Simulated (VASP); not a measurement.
# GaSb (I-4m2) in VASP: further runs

GaSb is run at these levels: revPBE, BLYP, B3LYP, PBEsol-based global hybrid with 25 % exact exchange, HSE06; tasks: relaxation of cell and atoms, single point.

All numbers are computed with VASP 6.6.1; they aren't measurements. Logs are shortened: lines on timing, memory, paths and dates and some standing lists are left out, and cuts for length are marked.

### Step 1. The cell of the first run

The structure is tetragonal, space group I-4m2 (No. 119). The conventional cell has a = 5.507 Å, b = 5.507 Å, c = 3.181 Å, α = 90.00°, β = 90.00°, γ = 90.00°. Within 3.8 Å of Sb (site symmetry -4m2) lie 8 Ga at 2.87 to 3.64 Å and 2 Sb at 3.18 Å. Ga (site symmetry -4m2) has 8 Sb at 2.87 to 3.64 Å and 2 Ga at 3.18 Å within 3.8 Å.

### Step 2. Relaxation of cell and atoms, revPBE

INCAR

```
SYSTEM = GaSb
ALGO = Normal
EDIFF = 1E-6
EDIFFG = -0.005
ENCUT = 600
GGA = RE
IBRION = 2
ISIF = 3
ISMEAR = -1
LASPH = .TRUE.
LCHARG = .FALSE.
LREAL = .FALSE.
LWAVE = .FALSE.
NELM = 80
NSW = 80
PREC = Accurate
SIGMA = 0.05
```

KPOINTS

```
k-points
0
G
  10 10 10
  0 0 0
```

POSCAR

```
GaSb
1.0
   -2.7534340000      2.7534340000      1.5907070000
    2.7534340000     -2.7534340000      1.5907070000
    2.7534340000      2.7534340000     -1.5907070000
Sb Ga
1 1
Direct
    0.0000000000      0.0000000000      0.0000000000
    0.7500000000      0.2500000000      0.5000000000
```

Potentials or basis: VASP PAW PBE potentials, release 64 (Sb, Ga_d).

Launch:

```console
cat potpaw_PBE.64/Sb/POTCAR potpaw_PBE.64/Ga_d/POTCAR > POTCAR
mpirun -np 1 vasp_std > vasp.out
```

OUTCAR:

```text
SYSTEM = GaSb
   EDIFF = 1E-6
   EDIFFG = -0.005
   ENCUT = 600
   GGA = RE
   IBRION = 2
   ISIF = 3
   ISMEAR = -1
   LASPH = .TRUE.
   LREAL = .FALSE.
   NELM = 80
   NSW = 80
   PREC = Accurate

 ion  position               nearest neighbor table
   1  0.000  0.000  0.000-   2 2.87   2 2.87   2 2.87   2 2.87
   2  0.750  0.250  0.500-   1 2.87   1 2.87   1 2.87   1 2.87

  LATTYP: Found a body centered tetragonal cell.
 ALAT       =     5.5068680000
 C/A-ratio  =     0.5777174975

  Lattice vectors:

 A1 = (  -2.7534340000,   2.7534340000,   1.5907070000)
 A2 = (   2.7534340000,  -2.7534340000,   1.5907070000)
 A3 = (   2.7534340000,   2.7534340000,  -1.5907070000)

Analysis of symmetry for initial positions (statically):
=====================================================================
 Subroutine PRICEL returns:
 Original cell was already a primitive cell.

 Routine SETGRP: Setting up the symmetry group for a
 body centered tetragonal supercell.

 Subroutine GETGRP returns: Found  8 space group operations
 (whereof  8 operations were pure point group operations)
 out of a pool of 16 trial point group operations.

The static configuration has the point symmetry D_2d.

Analysis of symmetry for dynamics (positions and initial velocities):
=====================================================================
 Subroutine PRICEL returns:
 Original cell was already a primitive cell.

 Routine SETGRP: Setting up the symmetry group for a
 body centered tetragonal supercell.

 Subroutine GETGRP returns: Found  8 space group operations
 (whereof  8 operations were pure point group operations)
 out of a pool of 16 trial point group operations.

The dynamic configuration has the point symmetry D_2d.

 Subroutine INISYM returns: Found  8 space group operations
 (whereof  8 operations are pure point group operations),
 and found     1 'primitive' translations

----------------------------------------------------------------------------------------

                                     Primitive cell

  volume of cell :      48.2391

  direct lattice vectors                    reciprocal lattice vectors
    -2.753434000  2.753434000  1.590707000     0.000000000  0.181591424  0.314325643
     2.753434000 -2.753434000  1.590707000     0.181591424  0.000000000  0.314325643
     2.753434000  2.753434000 -1.590707000     0.181591424  0.181591424  0.000000000

  length of vectors
     4.206322187  4.206322187  4.206322187     0.363009717  0.363009717  0.256809054

  position of ions in fractional coordinates (direct lattice)
     0.000000000  0.000000000  0.000000000
     0.750000000  0.250000000  0.500000000

  ion indices of the primitive-cell ions
   primitive index   ion index
                 1           1
                 2           2

----------------------------------------------------------------------------------------

 KPOINTS: k-points

Automatic generation of k-mesh.
 Grid dimensions read from file:
 generate k-points for:   10   10   10

 Generating k-lattice:

  Cartesian coordinates                     Fractional coordinates (reciprocal lattice)
     0.000000000  0.018159142  0.031432564     0.100000000 -0.000000000  0.000000000
     0.018159142  0.000000000  0.031432564    -0.000000000  0.100000000  0.000000000
     0.018159142  0.018159142  0.000000000     0.000000000  0.000000000  0.100000000

  Length of vectors
     0.036300972  0.036300972  0.025680905

  Shift w.r.t. Gamma in fractional coordinates (k-lattice)
     0.000000000  0.000000000  0.000000000

 Subroutine IBZKPT returns following result:
 ===========================================

 Found    102 irreducible k-points:

 Following reciprocal coordinates:
            Coordinates               Weight
  0.000000  0.000000  0.000000      1.000000
  0.100000 -0.000000  0.000000      8.000000
  0.200000 -0.000000  0.000000      8.000000
  0.300000  0.000000  0.000000      8.000000
  0.400000  0.000000 -0.000000      8.000000
  0.500000  0.000000  0.000000      4.000000
[... 16 lines left out ...]
  0.300000  0.300000  0.000000      8.000000
  0.400000  0.300000  0.000000     16.000000
 [... further k-points ...]
   k-points           NKPTS =    102   k-points in BZ     NKDIM =    102   number of bands    NBANDS=     13
   number of dos      NEDOS =    301   number of ions     NIONS =      2
   total plane-waves  NPLWV =  46656
   dimension x,y,z NGX =    36 NGY =   36 NGZ =   36
   dimension x,y,z NGXF=    72 NGYF=   72 NGZF=   72
   ions per type =               1   1
   NGX,Y,Z   is equivalent  to a cutoff of  14.23, 14.23, 14.23 a.u.
   NGXF,Y,Z  is equivalent  to a cutoff of  28.46, 28.46, 28.46 a.u.
 SYSTEM =  GaSb
   PREC   = accura    normal or accurate (medium, high low for compatibility)
   ISTART =      0    job   : 0-new  1-cont  2-samecut
   ICHARG =      2    charge: 1-file 2-atom 10-const
   ISPIN  =      1    spin polarized calculation?
   LNONCOLLINEAR =      F non collinear calculations
   LSORBIT =      F    spin-orbit coupling
   LASPH  =      T    aspherical Exc in radial PAW
   ENCUT  =  600.0 eV  44.10 Ry    6.64 a.u.   8.40  8.40  8.40*2*pi/ulx,y,z
   NELM   =     80;   NELMIN=  2; NELMDL= -5     # of ELM steps
   EDIFF  = 0.1E-05   stopping-criterion for ELM
   LREAL  =      F    real-space projection
   EDIFFG = -.5E-02   stopping-criterion for IOM
   NSW    =     80    number of steps for IOM
   IBRION =      2    ionic relax: 0-MD 1-quasi-New 2-CG
   NFREE  =      1    steps in history (QN), initial steepest desc. (CG)
   ISIF   =      3    stress and relaxation
   ISYM   =      2    0-nonsym 1-usesym 2-fastsym
   POTIM  = 0.5000    time-step for ionic-motion
   TEBEG  =    0.0;   TEEND  =   0.0 temperature during run
   PSTRESS=    0.0 pullay stress
   NELECT =      18.0000    total number of electrons
   NUPDOWN=      -1.0000    fix difference up-down
   EMIN   =  10.00;   EMAX   =-10.00  energy-range for DOS
   EFERMI =   0.00;   METHOD = LEGACY
   ISMEAR =    -1;   SIGMA  =   0.05  broadening in eV -4-tet -1-fermi 0-gaus
   EFERMI_NEDOS =   21; number of points for ismear=-14 and -15
   IALGO  =     38    algorithm
   IMIX   =      4    mixing-type and parameters
     AMIX     =   0.40;   BMIX     =  1.00
     AMIX_MAG =   1.60;   BMIX_MAG =  1.00
  volume/ion in A,a.u.               =      24.12       162.77
  Fermi-wavevector in a.u.,A,eV,Ry     =   1.178598  2.227228 18.899772  1.389094
  Thomas-Fermi vector in A             =   2.314924
   LORBIT       =      0    0 simple, 1 ext, 2 COOP (PROOUT), +10 PAW based schemes
   GGA     = RE    functional components
   LHFCALC =     F    Hartree Fock is set to
   AEXX    =    0.0000 exact exchange contribution
   IVDW    =     0    specifies the selected vdW correction
   LEPSILON=     F    determine dielectric tensor
   LRPA    =     F    only Hartree local field effects (RPA)
 conjugate gradient relaxation of ions
 non-spin polarized calculation
  energy-cutoff  :      600.00
  volume of cell :       48.24
 maximum number of plane-waves:      1631
 NGX is ok and might be reduce to    36
   NGX = 17   NGY = 17   NGZ = 17

--------------------------------------- Ionic step        1  -------------------------------------------

 number of electron      18.0000003 magnetization

 Free energy of the ion-electron system (eV)
  ---------------------------------------------------
  ext. energy  EPLUGINS =         0.00000000
  ---------------------------------------------------
  free energy    TOTEN  =        -6.37765604 eV

  energy without entropy =       -6.37273709  energy(sigma->0) =       -6.37519657

------------------------ aborting loop because EDIFF is reached ----------------------------------------

  FORCE on cell =-STRESS in cart. coord.  units (eV):
  Direction    XX          YY          ZZ          XY          YZ          ZX
  --------------------------------------------------------------------------------------
  -------------------------------------------------------------------------------------
  Total        0.4753028      0.4753028      0.1428679      0.0000000      0.0000000      0.0000000
  in kB       15.7863392     15.7863392      4.7451039      0.0000000      0.0000000      0.0000000
  external PRESSURE =      12.1059274 kB  Pullay stress =       0.0000000 kB

 VOLUME and BASIS-vectors are now :
 -----------------------------------------------------------------------------
  energy-cutoff  :      600.00
  volume of cell :       48.24
      direct lattice vectors                 reciprocal lattice vectors
    -2.753434000  2.753434000  1.590707000     0.000000000  0.181591424  0.314325643
     2.753434000 -2.753434000  1.590707000     0.181591424  0.000000000  0.314325643
     2.753434000  2.753434000 -1.590707000     0.181591424  0.181591424  0.000000000
[... 253 lines left out ...]
 POSITION                                       TOTAL-FORCE (eV/Angst)
 -----------------------------------------------------------------------------------
      0.00000      0.00000     -0.00000        -0.000000     -0.000000      0.000000
     -0.00000      2.78652      0.79523         0.000000      0.000000     -0.000000
 -----------------------------------------------------------------------------------
    total drift:                               -0.000000      0.000000     -0.000000

  FREE ENERGIE OF THE ION-ELECTRON SYSTEM (eV)
  ---------------------------------------------------
  free  energy   TOTEN  =        -6.3834018504 eV

  energy  without entropy=       -6.3790879382  energy(sigma->0) =       -6.38124489

--------------------------------------- Ionic step        9  -------------------------------------------

 number of electron      17.9999993 magnetization

 Free energy of the ion-electron system (eV)
  ---------------------------------------------------
  ext. energy  EPLUGINS =         0.00000000
  ---------------------------------------------------
  free energy    TOTEN  =        -6.38340872 eV

  energy without entropy =       -6.37909261  energy(sigma->0) =       -6.38125067

 E-fermi :   6.3685     XC(G=0): -10.0668

 val. band max:        6.3584569556   @ k =   0.4000   0.4000   0.1000
 cond. band min:       6.3983044956   @ k =   0.4000   0.4000   0.0000
 fundamental gap:      0.0398475400
 Fermi energy:         6.3684589146

 k-point     1 :       0.0000    0.0000    0.0000
  band No.  band energies     occupation
      1      -8.5499      2.00000
      2      -8.4667      2.00000
      3      -8.4601      2.00000
      4      -8.4395      2.00000
      5      -8.4395      2.00000
      6      -5.3879      2.00000
      7       3.2982      2.00000
      8       4.5266      2.00000
      9       4.5266      2.00000
     10       9.7959      0.00000
     11      11.4100      0.00000
     12      13.3102      0.00000
     13      13.3102      0.00000

 k-point     2 :       0.1000   -0.0000    0.0000
  band No.  band energies     occupation
      1      -8.5374      2.00000
      2      -8.4677      2.00000
      3      -8.4583      2.00000
      4      -8.4447      2.00000
      5      -8.4446      2.00000
      6      -5.1992      2.00000
      7       2.9265      2.00000
      8       4.5166      2.00000
      9       5.2435      2.00000
     10      10.0117      0.00000
     11      10.1436      0.00000
[... 339 lines left out ...]
 k-point    24 :       0.4000    0.3000    0.0000
  band No.  band energies     occupation
      1      -8.4881      2.00000
      2      -8.4774      2.00000
      3      -8.4719      2.00000
      4      -8.4577      2.00000
      5      -8.4404      2.00000
      6      -2.6857      2.00000
      7       0.0696      2.00000
      8       3.8976      2.00000
      9       5.6234      2.00000
     10       7.1889      0.00000
     11       8.0365      0.00000
     12      11.6624      0.00000
     13      12.2432      0.00000

 [... further k-points ...]

------------------------ aborting loop because EDIFF is reached ----------------------------------------

  FORCE on cell =-STRESS in cart. coord.  units (eV):
  Direction    XX          YY          ZZ          XY          YZ          ZX
  --------------------------------------------------------------------------------------
  -------------------------------------------------------------------------------------
  Total        0.0032929      0.0032929      0.0090266      0.0000000      0.0000000      0.0000000
  in kB        0.1068394      0.1068394      0.2928681      0.0000000      0.0000000      0.0000000
  external PRESSURE =       0.1688489 kB  Pullay stress =       0.0000000 kB

 VOLUME and BASIS-vectors are now :
 -----------------------------------------------------------------------------
  energy-cutoff  :      600.00
  volume of cell :       49.38
      direct lattice vectors                 reciprocal lattice vectors
    -2.787107124  2.787107124  1.589254088     0.000000000  0.179397482  0.314613002
     2.787107124 -2.787107124  1.589254088     0.179397482  0.000000000  0.314613002
     2.787107124  2.787107124 -1.589254088     0.179397482  0.179397482  0.000000000

 POSITION                                       TOTAL-FORCE (eV/Angst)
 -----------------------------------------------------------------------------------
      0.00000      0.00000      0.00000        -0.000000      0.000000     -0.000000
     -0.00000      2.78711      0.79463         0.000000     -0.000000      0.000000
 -----------------------------------------------------------------------------------
    total drift:                               -0.000000      0.000000     -0.000000

  FREE ENERGIE OF THE ION-ELECTRON SYSTEM (eV)
  ---------------------------------------------------
  free  energy   TOTEN  =        -6.3834087182 eV

  energy  without entropy=       -6.3790926132  energy(sigma->0) =       -6.38125067

 reached required accuracy - stopping structural energy minimisation
```

Wall time 7.6 min (1 thread of Intel Xeon 8259CL, shared host); peak memory 0.27 GiB.

What came out:

```
Free energy                           : -6.3834 eV
Relaxed volume                        : 24.69 Å³/atom
Relaxed cell                          : a = 4.250 Å, b = 4.250 Å, c = 4.250 Å, α = 98.04°, β = 98.04°, γ = 136.08°
Space group after relaxing (to 0.1 Å) : I-4m2 (No. 119)
Energy gained by relaxing             : 2.9 meV/atom
Ionic steps                           : 9
Pressure after relaxing               : 0.0 GPa
Band gap on the k mesh                : zero (bands 9 and 10 overlap by 4.36 eV)
```

Step by step:
```
step  energy change (eV)  largest force (eV/Å)  pressure (GPa)  volume (Å³)
   1              0.0000                0.0000            1.21        48.24
   2             -0.0055                0.0000           -0.18        49.52
   3             -0.0055                0.0000           -0.01        49.44
   4             -0.0055                0.0000           -0.11        49.47
   5             -0.0057                0.0000           -0.11        49.42
   6             -0.0057                0.0000           -0.06        49.37
   7             -0.0058                0.0000           -0.02        49.38
   8             -0.0057                0.0000           -0.08        49.40
   9             -0.0058                0.0000            0.02        49.38
```

Final structure:
```xyz
2
Lattice="-2.7871 2.7871 1.5893 2.7871 -2.7871 1.5893 2.7871 2.7871 -1.5893" Properties=species:S:1:pos:R:3 pbc="T T T"
Sb    0.0000    0.0000    0.0000
Ga    0.0000    2.7871    0.7946
```

Levels at points of the mesh, in eV from the Fermi level:
```csv
k point,band 7,band 8,band 9,band 10,band 11,band 12
"(0.00, 0.00, 0.00)",-3.07,-1.84,-1.84,3.43,5.04,6.94
"(0.50, 0.00, 0.00)",-5.45,-2.44,-1.38,-1.10,2.46,3.21
"(0.50, 0.50, 0.00)",-7.86,-0.06,1.78,2.00,2.25,4.61
"(0.50, 0.50, 0.50)",-5.85,-4.82,-4.82,3.58,5.12,10.04
```

Caveat: the PAW data sets were made with another functional, which shifts forces and pressure a little; spin-orbit coupling is left out, which moves the levels of the heavy elements.

### Step 3. Relaxation of cell and atoms, BLYP

INCAR

```
SYSTEM = GaSb
PREC     = Accurate       ! precision mode
ENCUT    = 600            ! plane-wave cutoff, eV
EDIFF    = 1E-6           ! SCF threshold, eV
ISMEAR   = -1             ! smearing method
SIGMA    = 0.05           ! smearing width, eV
LREAL    = .False.        ! projectors in reciprocal space
LASPH    = .True.         ! aspherical terms in the spheres
NELM     = 100            ! most SCF steps
ALGO     = Normal         ! electronic algorithm
ISIF     = 3              ! what is computed and relaxed
LWAVE    = .False.        ! write WAVECAR
LCHARG   = .False.        ! write CHGCAR
GGA      = B5             ! functional
ALDAX    = 1.0          
AGGAX    = 1.0          
AGGAC    = 1.0          
ALDAC    = 0.0          
IBRION   = 2              ! ionic algorithm
NSW      = 80             ! ionic steps
EDIFFG   = -0.005         ! ionic threshold
```

KPOINTS

```
regular mesh
0
Gamma
  10 10 10
  0 0 0
```

POSCAR is that of step 2.

Potentials or basis: VASP PAW PBE potentials, release 64 (Sb, Ga_d).

Launch:

```console
cat potpaw_PBE.64/Sb/POTCAR potpaw_PBE.64/Ga_d/POTCAR > POTCAR
mpirun -np 1 vasp_std > vasp.out
```

Run time: 4.8 min. Hardware: 1 thread of Intel Xeon 8259CL, shared host; peak memory 0.27 GiB.

Results (log left out):

```yaml
Free_energy: -5.4773 eV
Relaxed_volume: 26.90 Å³/atom
Relaxed_cell: a = 4.367 Å, b = 4.367 Å, c = 4.367 Å, α = 98.14°, β = 98.14°, γ = 135.79°
Space_group_after_relaxing_to_0.1_Å: I-4m2 (No. 119)
Energy_gained_by_relaxing: 40.6 meV/atom
Ionic_steps: 3
Pressure_after_relaxing: 0.0 GPa
Band_gap_on_the_k_mesh: zero (bands 9 and 10 overlap by 3.95 eV)
```

Step by step:
| step | energy change (eV) | largest force (eV/Å) | pressure (GPa) | volume (Å³) |
| --- | --- | --- | --- | --- |
| 1 | 0.0000 | 0.0000 | 5.14 | 48.24 |
| 2 | -0.0812 | 0.0000 | -0.03 | 53.85 |
| 3 | -0.0812 | 0.0000 | 0.02 | 53.80 |

Final structure:
```yaml
crystal:
  lattice:
    - [-2.86086, 2.86086, 1.64341]
    - [2.86086, -2.86086, 1.64341]
    - [2.86086, 2.86086, -1.64341]
  atoms:
    - { symbol: Sb, position: [0.00000, 0.00000, 0.00000] }
    - { symbol: Ga, position: [0.75000, 0.25000, 0.50000] }
```

Levels at points of the mesh, in eV from the Fermi level:
| k point | band 5 | band 6 | band 7 | band 8 | band 9 | band 10 | band 11 | band 12 | band 13 |
| --- | --- | --- | --- | --- | --- | --- | --- | --- | --- |
| (0.00, 0.00, 0.00) | -14.81 | -11.17 | -3.44 | -1.60 | -1.60 | 4.02 | 4.30 | 6.40 | 6.40 |
| (0.50, 0.00, 0.00) | -14.80 | -8.18 | -5.12 | -2.45 | -1.22 | -0.91 | 2.84 | 2.93 | 4.67 |
| (0.50, 0.50, 0.00) | -14.81 | -9.97 | -7.39 | -0.03 | 1.73 | 1.79 | 2.29 | 4.12 | 6.23 |
| (0.50, 0.50, 0.50) | -14.79 | -9.14 | -5.74 | -4.19 | -4.19 | 3.19 | 4.88 | 9.03 | 9.03 |

Caveat: the PAW data sets were made with another functional, which shifts forces and pressure a little; spin-orbit coupling is left out, which moves the levels of the heavy elements.

(Part 1 of 2 ends here.)
